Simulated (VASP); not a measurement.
# TiO2 (P4_2/mnm) in VASP: notebook

Aim: see how the results for TiO2 move with the level of theory and the settings. Levels: PBEsol, PBE. Tasks: single point.

All numbers are computed with VASP 6.6.1; they aren't measurements. Logs are shortened: lines on timing, memory, paths and dates and some standing lists are left out, and cuts for length are marked.

### Step 1. The cell of the first run

Symmetry: P4_2/mnm, No. 136, tetragonal system. Conventional cell: a = 4.600 Å, b = 4.600 Å, c = 2.959 Å, α = 90.00°, β = 90.00°, γ = 90.00°. Within 2.6 Å of Ti (site symmetry mmm) lie 6 O at 1.95 to 1.98 Å. O (site symmetry m2m) has 3 Ti at 1.95 to 1.98 Å and 1 O at 2.55 Å within 2.6 Å.

### Step 2. Single point, PBEsol

The input, INCAR:

```
PREC = Accurate
ENCUT = 520
EDIFF = 1E-6
ISMEAR = -1
SIGMA = 0.05
LREAL = F
LASPH = T
NELM = 100
ALGO = Normal
ISIF = 2
LWAVE = F
LCHARG = F
GGA = PS
NBANDS = 33
```

The input, KPOINTS:

```
regular mesh
0
Gamma
  6 6 9
```

The input, POSCAR:

```
TiO2
1.0
    4.5998373239      0.0000000000      0.0000000000
    0.0000000000      4.5998373239      0.0000000000
    0.0000000000      0.0000000000      2.9592135600
Ti O
2 4
Direct
    0.0000000000      0.0000000000      0.5000000000
    0.5000000000      0.5000000000      0.0000000000
    0.3043213200      0.3043213200      0.5000000000
    0.1956786800      0.8043213200      0.0000000000
    0.8043213200      0.1956786800      0.0000000000
    0.6956786800      0.6956786800      0.5000000000
```

Potentials or basis: VASP PAW PBE potentials, release 64 (Ti_sv, O).

Command:

```
cat potpaw_PBE.64/Ti_sv/POTCAR potpaw_PBE.64/O/POTCAR > POTCAR
mpirun -np 1 vasp_std > vasp.out
```

OUTCAR:

```text
PREC = Accurate
   ENCUT = 520
   EDIFF = 1E-6
   ISMEAR = -1
   LREAL = F
   LASPH = T
   NELM = 100
   ISIF = 2
   GGA = PS

 ion  position               nearest neighbor table
   1  0.000  0.000  0.500-   4 1.95   5 1.95   4 1.95   5 1.95   3 1.98   6 1.98
   2  0.500  0.500  0.000-   3 1.95   6 1.95   3 1.95   6 1.95   5 1.98   4 1.98
   3  0.304  0.304  0.500-   2 1.95   2 1.95   1 1.98
   4  0.196  0.804  0.000-   1 1.95   1 1.95   2 1.98
   5  0.804  0.196  0.000-   1 1.95   1 1.95   2 1.98
   6  0.696  0.696  0.500-   2 1.95   2 1.95   1 1.98

  LATTYP: Found a simple tetragonal cell.
 ALAT       =     4.5998373239
 C/A-ratio  =     0.6433300466

  Lattice vectors:

 A1 = (   4.5998373239,   0.0000000000,   0.0000000000)
 A2 = (   0.0000000000,   4.5998373239,   0.0000000000)
 A3 = (   0.0000000000,   0.0000000000,   2.9592135600)

Analysis of symmetry for initial positions (statically):
=====================================================================
 Subroutine PRICEL returns:
 Original cell was already a primitive cell.

 Routine SETGRP: Setting up the symmetry group for a
 simple tetragonal supercell.

 Subroutine GETGRP returns: Found 16 space group operations
 (whereof  8 operations were pure point group operations)
 out of a pool of 16 trial point group operations.

The static configuration has the point symmetry D_2h.
 The point group associated with its full space group is D_4h.

Analysis of symmetry for dynamics (positions and initial velocities):
=====================================================================
 Subroutine PRICEL returns:
 Original cell was already a primitive cell.

 Routine SETGRP: Setting up the symmetry group for a
 simple tetragonal supercell.

 Subroutine GETGRP returns: Found 16 space group operations
 (whereof  8 operations were pure point group operations)
 out of a pool of 16 trial point group operations.

The dynamic configuration has the point symmetry D_2h.
 The point group associated with its full space group is D_4h.

 Subroutine INISYM returns: Found 16 space group operations
 (whereof  8 operations are pure point group operations),
 and found     1 'primitive' translations

----------------------------------------------------------------------------------------

                                     Primitive cell
[... 93 lines left out ...]
   ISPIN  =      1    spin polarized calculation?
   LNONCOLLINEAR =      F non collinear calculations
   LSORBIT =      F    spin-orbit coupling
   LASPH  =      T    aspherical Exc in radial PAW
   ENCUT  =  520.0 eV  38.22 Ry    6.18 a.u.   8.55  8.55  5.50*2*pi/ulx,y,z
   NELM   =    100;   NELMIN=  2; NELMDL= -5     # of ELM steps
   EDIFF  = 0.1E-05   stopping-criterion for ELM
   LREAL  =      F    real-space projection
   EDIFFG = 0.1E-04   stopping-criterion for IOM
   NSW    =      0    number of steps for IOM
   IBRION =     -1    ionic relax: 0-MD 1-quasi-New 2-CG
   NFREE  =      0    steps in history (QN), initial steepest desc. (CG)
   ISIF   =      2    stress and relaxation
   ISYM   =      2    0-nonsym 1-usesym 2-fastsym
   POTIM  = 0.5000    time-step for ionic-motion
   TEBEG  =    0.0;   TEEND  =   0.0 temperature during run
   PSTRESS=    0.0 pullay stress
   NELECT =      48.0000    total number of electrons
   NUPDOWN=      -1.0000    fix difference up-down
   EMIN   =  10.00;   EMAX   =-10.00  energy-range for DOS
   EFERMI =   0.00;   METHOD = LEGACY
   ISMEAR =    -1;   SIGMA  =   0.05  broadening in eV -4-tet -1-fermi 0-gaus
   EFERMI_NEDOS =   21; number of points for ismear=-14 and -15
   IALGO  =     38    algorithm
   IMIX   =      4    mixing-type and parameters
     AMIX     =   0.40;   BMIX     =  1.00
     AMIX_MAG =   1.60;   BMIX_MAG =  1.00
  volume/ion in A,a.u.               =      10.44        70.42
  Fermi-wavevector in a.u.,A,eV,Ry     =   1.498309  2.831394 30.544140  2.244931
  Thomas-Fermi vector in A             =   2.610085
   LORBIT       =      0    0 simple, 1 ext, 2 COOP (PROOUT), +10 PAW based schemes
   GGA     = PS    functional components
   LHFCALC =     F    Hartree Fock is set to
   AEXX    =    0.0000 exact exchange contribution
   IVDW    =     0    specifies the selected vdW correction
   LEPSILON=     F    determine dielectric tensor
   LRPA    =     F    only Hartree local field effects (RPA)
 non-spin polarized calculation
  energy-cutoff  :      520.00
  volume of cell :       62.61
 maximum number of plane-waves:      1720
 NGX is ok and might be reduce to    36
   NGX = 17   NGY = 17   NGZ = 11

 number of electron      48.0000021 magnetization

 Free energy of the ion-electron system (eV)
  ---------------------------------------------------
  ext. energy  EPLUGINS =         0.00000000
  ---------------------------------------------------
  free energy    TOTEN  =       -56.09540196 eV

  energy without entropy =      -56.09540196  energy(sigma->0) =      -56.09540196

 E-fermi :   5.5938     XC(G=0): -11.6878

 val. band max:        4.7118725188   @ k =   0.0000   0.0000   0.0000
 cond. band min:       6.5149385207   @ k =   0.0000   0.0000   0.0000
 fundamental gap:      1.8030660019
 Fermi energy:         5.5937658566

 k-point     1 :       0.0000    0.0000    0.0000
  band No.  band energies     occupation
      1     -51.9706      2.00000
      2     -51.9531      2.00000
      3     -28.3895      2.00000
      4     -28.3895      2.00000
      5     -28.2229      2.00000
      6     -28.2229      2.00000
[... 853 lines left out ...]
     32       9.9295      0.00000
     33      11.2587      0.00000

 [... further k-points ...]
[... 5 lines left out ...]
  --------------------------------------------------------------------------------------
  -------------------------------------------------------------------------------------
  Total       -0.6173898     -0.6173898     -1.2887108     -0.0000000      0.0000000      0.0000000
  in kB      -15.7982422    -15.7982422    -32.9765180     -0.0000000      0.0000000      0.0000000
  external PRESSURE =     -21.5243341 kB  Pullay stress =       0.0000000 kB

 VOLUME and BASIS-vectors are now :
 -----------------------------------------------------------------------------
  energy-cutoff  :      520.00
  volume of cell :       62.61
      direct lattice vectors                 reciprocal lattice vectors
     4.599837324  0.000000000  0.000000000     0.217398993  0.000000000  0.000000000
     0.000000000  4.599837324  0.000000000     0.000000000  0.217398993  0.000000000
     0.000000000  0.000000000  2.959213560     0.000000000  0.000000000  0.337927622

 POSITION                                       TOTAL-FORCE (eV/Angst)
 -----------------------------------------------------------------------------------
      0.00000      0.00000      1.47961         0.000000      0.000000      0.000000
      2.29992      2.29992      0.00000         0.000000      0.000000      0.000000
      1.39983      1.39983      1.47961         0.032791      0.032791      0.000000
      0.90009      3.69975      0.00000        -0.032791      0.032791      0.000000
      3.69975      0.90009      0.00000         0.032791     -0.032791     -0.000000
      3.20001      3.20001      1.47961        -0.032791     -0.032791     -0.000000
 -----------------------------------------------------------------------------------
    total drift:                                0.000000      0.000000      0.000000

  FREE ENERGIE OF THE ION-ELECTRON SYSTEM (eV)
  ---------------------------------------------------
  free  energy   TOTEN  =       -56.0954019594 eV

  energy  without entropy=      -56.0954019587  energy(sigma->0) =      -56.09540196
```

OSZICAR:

```text
N       E                     dE             d eps       ncg     rms          rms(c)
DAV:   1     0.658494582485E+03    0.65849E+03   -0.24365E+04  3316   0.174E+03
DAV:   2     0.284167392602E+02   -0.63008E+03   -0.58662E+03  3538   0.522E+02
DAV:   3    -0.667906012618E+02   -0.95207E+02   -0.93422E+02  4576   0.190E+02
DAV:   4    -0.724595248993E+02   -0.56689E+01   -0.56560E+01  4816   0.436E+01
DAV:   5    -0.726963559054E+02   -0.23683E+00   -0.23681E+00  4386   0.713E+00    0.312E+01
DAV:   6    -0.565079305291E+02    0.16188E+02   -0.70492E+01  4365   0.872E+01    0.110E+01
DAV:   7    -0.563958129266E+02    0.11212E+00   -0.12578E+01  4184   0.314E+01    0.921E+00
DAV:   8    -0.561610285743E+02    0.23478E+00   -0.57410E-01  4258   0.713E+00    0.588E+00
DAV:   9    -0.561571328123E+02    0.38958E-02   -0.71086E-01  4410   0.933E+00    0.238E+00
DAV:  10    -0.561093884292E+02    0.47744E-01   -0.32278E-01  4221   0.604E+00    0.107E+00
DAV:  11    -0.560954742443E+02    0.13914E-01   -0.43056E-02  4462   0.135E+00    0.259E-01
DAV:  12    -0.560957072557E+02   -0.23301E-03   -0.29712E-03  3691   0.568E-01    0.145E-01
DAV:  13    -0.560954242355E+02    0.28302E-03   -0.96925E-04  4460   0.345E-01    0.384E-02
DAV:  14    -0.560954030754E+02    0.21160E-04   -0.17218E-04  3990   0.922E-02    0.147E-02
DAV:  15    -0.560954018116E+02    0.12638E-05   -0.17061E-05  4465   0.367E-02    0.499E-03
DAV:  16    -0.560954019594E+02   -0.14781E-06   -0.21759E-06  2867   0.110E-02
   1 F= -.56095402E+02 E0= -.56095402E+02  d E =-.781017E-09
```

stdout:

```text
POSCAR found type information on POSCAR TiO
 POSCAR found :  2 types and       6 ions
 scaLAPACK will be used
 -----------------------------------------------------------------------------
|                                                                             |
|                                                                             |
|     You enforced a specific xc type in the INCAR file but a different       |
|     I HOPE YOU KNOW WHAT YOU ARE DOING!                                     |
|                                                                             |
 -----------------------------------------------------------------------------

 LDA part: xc-table for (Slater+PW92), standard interpolation
 POSCAR, INCAR and KPOINTS ok, starting setup
 FFT: planning ... GRIDC
 FFT: planning ... GRID_SOFT
 FFT: planning ... GRID
 WAVECAR not read
 entering main loop
```

Wall time 1.9 min (1 thread of Intel Xeon Platinum 8488C (Sapphire Rapids), shared host); peak memory 0.22 GiB.

Results:

| Item | Value |
| --- | --- |
| Free energy | -56.0954 eV |
| Pressure | -2.2 GPa |
| Largest force | 0.046 eV/Å |
| Band gap on the k mesh | 1.80 eV, direct |

Forces on the atoms (eV/Å):
```
Ti   0.000  0.000  0.000
Ti   0.000  0.000  0.000
O    0.033  0.033  0.000
O   -0.033  0.033  0.000
O    0.033 -0.033  0.000
O   -0.033 -0.033  0.000
```

Stress tensor (GPa, compression positive):
```
-1.58  0.00  0.00
 0.00 -1.58  0.00
 0.00  0.00 -3.30
```

Caveat: the PAW data sets were made with another functional, which shifts forces and pressure a little.

### Step 3. Single point, PBE

This run uses another cell than the first one, of 10.55 Å³/atom, 1.011 times its volume.

The input, INCAR:

```
ALGO = Normal
EDIFF = 1E-7
ENCUT = 520
GGA = PE
ISIF = 2
ISMEAR = -1
LASPH = T
LCHARG = F
LREAL = F
LWAVE = F
NBANDS = 33
NELM = 60
PREC = Accurate
SIGMA = 0.05
```

The input, KPOINTS:

```
k-points
0
Gamma
  6 6 9
```

The input, POSCAR:

```
TiO2
1.0
    4.6249609150      0.0000000000      0.0000000000
    0.0000000000      4.6249609150      0.0000000000
    0.0000000000      0.0000000000      2.9589580718
Ti O
2 4
Direct
    0.0000000000      0.0000000000      0.5000000000
    0.5000000000      0.5000000000      0.0000000000
    0.3047386497      0.3047386497      0.5000000000
    0.1952613503      0.8047386497      0.0000000000
    0.8047386497      0.1952613503      0.0000000000
    0.6952613503      0.6952613503      0.5000000000
```

Potentials or basis: VASP PAW PBE potentials, release 64 (Ti_sv, O).

Command:

```
cat potpaw_PBE.64/Ti_sv/POTCAR potpaw_PBE.64/O/POTCAR > POTCAR
mpirun -np 1 vasp_std > vasp.out
```

OUTCAR:

```text
EDIFF = 1E-7
   ENCUT = 520
   GGA = PE
   ISIF = 2
   ISMEAR = -1
   LASPH = T
   LREAL = F
   NELM = 60
   PREC = Accurate

 ion  position               nearest neighbor table
   1  0.000  0.000  0.500-   4 1.95   5 1.95   4 1.95   5 1.95   3 1.99   6 1.99
   2  0.500  0.500  0.000-   3 1.95   6 1.95   3 1.95   6 1.95   5 1.99   4 1.99
   3  0.305  0.305  0.500-   2 1.95   2 1.95   1 1.99
   4  0.195  0.805  0.000-   1 1.95   1 1.95   2 1.99
   5  0.805  0.195  0.000-   1 1.95   1 1.95   2 1.99
   6  0.695  0.695  0.500-   2 1.95   2 1.95   1 1.99

  LATTYP: Found a simple tetragonal cell.
 ALAT       =     4.6249609150
 C/A-ratio  =     0.6397801249

  Lattice vectors:

 A1 = (   4.6249609150,   0.0000000000,   0.0000000000)
 A2 = (   0.0000000000,   4.6249609150,   0.0000000000)
 A3 = (   0.0000000000,   0.0000000000,   2.9589580718)

Analysis of symmetry for initial positions (statically):
=====================================================================
[... 177 lines left out ...]
  ---------------------------------------------------
  free energy    TOTEN  =       -53.66939361 eV

  energy without entropy =      -53.66939361  energy(sigma->0) =      -53.66939361

 E-fermi :   5.5812     XC(G=0): -11.3372

 val. band max:        4.6904819071   @ k =   0.0000   0.0000   0.0000
 cond. band min:       6.5285865960   @ k =   0.0000   0.0000   0.0000
 fundamental gap:      1.8381046890
 Fermi energy:         5.5811856345

 k-point     1 :       0.0000    0.0000    0.0000
  band No.  band energies     occupation
      1     -52.2560      2.00000
      2     -52.2403      2.00000
      3     -28.5511      2.00000
      4     -28.5511      2.00000
      5     -28.3953      2.00000
      6     -28.3953      2.00000
[... 853 lines left out ...]
     32       9.8335      0.00000
     33      11.1429      0.00000

 [... further k-points ...]
[... 5 lines left out ...]
  --------------------------------------------------------------------------------------
  -------------------------------------------------------------------------------------
  Total        1.0164080      1.0164080      1.1404542     -0.0000000      0.0000000      0.0000000
  in kB       25.7290466     25.7290466     28.8691157     -0.0000000      0.0000000      0.0000000
  external PRESSURE =      26.7757363 kB  Pullay stress =       0.0000000 kB

 VOLUME and BASIS-vectors are now :
 -----------------------------------------------------------------------------
  energy-cutoff  :      520.00
  volume of cell :       63.29
      direct lattice vectors                 reciprocal lattice vectors
     4.624960915  0.000000000  0.000000000     0.216218043  0.000000000  0.000000000
     0.000000000  4.624960915  0.000000000     0.000000000  0.216218043  0.000000000
     0.000000000  0.000000000  2.958958072     0.000000000  0.000000000  0.337956800

 POSITION                                       TOTAL-FORCE (eV/Angst)
 -----------------------------------------------------------------------------------
      0.00000      0.00000      1.47948         0.000000      0.000000      0.000000
      2.31248      2.31248      0.00000         0.000000      0.000000      0.000000
      1.40940      1.40940      1.47948        -0.019179     -0.019179     -0.000000
      0.90308      3.72188      0.00000         0.019179     -0.019179      0.000000
      3.72188      0.90308      0.00000        -0.019179      0.019179      0.000000
      3.21556      3.21556      1.47948         0.019179      0.019179      0.000000
 -----------------------------------------------------------------------------------
    total drift:                                0.000000      0.000000      0.000000

  FREE ENERGIE OF THE ION-ELECTRON SYSTEM (eV)
  ---------------------------------------------------
  free  energy   TOTEN  =       -53.6693936074 eV

  energy  without entropy=      -53.6693936068  energy(sigma->0) =      -53.66939361
```

stdout:

```text
POSCAR found type information on POSCAR TiO
 POSCAR found :  2 types and       6 ions
 scaLAPACK will be used
 LDA part: xc-table for (Slater+PW92), standard interpolation
 POSCAR, INCAR and KPOINTS ok, starting setup
 FFT: planning ... GRIDC
 FFT: planning ... GRID_SOFT
 FFT: planning ... GRID
 WAVECAR not read
 entering main loop
```

It took 2.4 min on 1 thread of Intel Xeon Platinum 8488C (Sapphire Rapids), shared host; peak memory 0.22 GiB.

Results:

```
Free energy            : -53.6694 eV
Pressure               : 2.7 GPa
Largest force          : 0.027 eV/Å
Band gap on the k mesh : 1.84 eV, direct
```

Forces on the atoms (eV/Å):
```
Ti   0.000  0.000  0.000
Ti   0.000  0.000  0.000
O   -0.019 -0.019  0.000
O    0.019 -0.019  0.000
O   -0.019  0.019  0.000
O    0.019  0.019  0.000
```

Levels at points of the mesh, in eV from the valence-band top:
| k point | band 21 | band 22 | band 23 | band 24 | band 25 | band 26 | band 27 | band 28 |
| --- | --- | --- | --- | --- | --- | --- | --- | --- |
| (0.00, 0.00, 0.00) | -0.68 | -0.44 | -0.44 | 0.00 | 1.84 | 2.12 | 2.39 | 2.47 |
| (0.50, 0.00, 0.00) | -1.59 | -1.59 | -0.73 | -0.73 | 2.49 | 2.49 | 2.97 | 2.97 |
| (0.50, 0.50, 0.00) | -1.27 | -1.27 | -1.06 | -1.06 | 1.87 | 1.87 | 2.49 | 2.49 |

A k mesh can miss the band edges.

### Step 4. Single point, PBE

This run uses another cell than the first one, of 10.65 Å³/atom, 1.021 times its volume.

The input, INCAR:

```
PREC = Accurate ; ENCUT = 520
EDIFF = 1E-7 ; ISMEAR = -1
SIGMA = 0.05 ; LREAL = F
LASPH = T ; NELM = 100
ALGO = Normal ; ISIF = 2
LWAVE = F ; LCHARG = F
GGA = PE ; NBANDS = 33
```

The input, KPOINTS:

```
regular mesh
0
Gamma
  6 6 9
```

The input, POSCAR:

```
TiO2
1.0
    4.6433190154      0.0000000000      0.0000000000
    0.0000000000      4.6433190154      0.0000000000
    0.0000000000      0.0000000000      2.9638601953
Ti O
2 4
Direct
    0.0000000000      0.0000000000      0.5000000000
    0.5000000000      0.5000000000      0.0000000000
    0.3051281366      0.3051281366      0.5000000000
    0.1948718634      0.8051281366      0.0000000000
    0.8051281366      0.1948718634      0.0000000000
    0.6948718634      0.6948718634      0.5000000000
```

Command:

```
cat potpaw_PBE.64/Ti_sv/POTCAR potpaw_PBE.64/O/POTCAR > POTCAR
mpirun -np 1 vasp_std > vasp.out
```

Wall time 2.1 min (1 thread of Intel Xeon Platinum 8488C (Sapphire Rapids), shared host); peak memory 0.22 GiB.

Results (log left out):

```
Free energy            : -53.6762 eV
Pressure               : 0.7 GPa
Largest force          : 0.029 eV/Å
Band gap on the k mesh : 1.83 eV, direct
```

Forces on the atoms (eV/Å):
```
Ti   0.000  0.000  0.000
Ti   0.000  0.000  0.000
O   -0.020 -0.020  0.000
O    0.020 -0.020  0.000
O   -0.020  0.020  0.000
O    0.020  0.020  0.000
```

Stress tensor (GPa, compression positive):
```
0.57 0.00 0.00
0.00 0.57 0.00
0.00 0.00 0.89
```

Levels at points of the mesh, in eV from the valence-band top:
```tsv
k point	band 22	band 23	band 24	band 25	band 26	band 27
(0.00, 0.00, 0.00)	-0.43	-0.43	0.00	1.83	2.12	2.39
(0.50, 0.00, 0.00)	-1.55	-0.71	-0.71	2.48	2.48	2.95
(0.50, 0.50, 0.00)	-1.24	-1.04	-1.04	1.87	1.87	2.48
```

A k mesh can miss the band edges.

(Continued in part 2 of 2.)
